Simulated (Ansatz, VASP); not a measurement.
One calculation of AlN, two programs

```
Al N
1.0
     3.11100    0.00000    0.00000
    -1.55550    2.69421    0.00000
     0.00000    0.00000    4.98100
Al N
2 2
Direct
  0.33333 0.66667 0.00005
  0.66667 0.33333 0.50005
  0.33333 0.66667 0.38195
  0.66667 0.33333 0.88195
```

Alike in both runs: functional PBE; k mesh 8 × 8 × 5; occupations gaussian, width 0.05 eV; no spin polarisation.

Ansatz relaxed the structure, and its values are those at the end. VASP's run is a single point on that final structure, the one shown.

|  | VASP | Ansatz |
| --- | --- | --- |
| version | VASP 6.6.1 | Ansatz 0.2.0 |
| potentials or method | VASP PAW PBE potentials, release 64 (Al, N) | scalar-relativistic, plane waves, PAW |
| plane-wave cutoff (eV) | 520 | 420 |
| valence electrons in the cell | 16 | 16 |

|  | VASP | Ansatz | Ansatz less VASP |
| --- | --- | --- | --- |
| pressure (GPa) | 3.7 | 4.0 | +0.26 |

Ansatz's warnings: stress scf threshold loose.
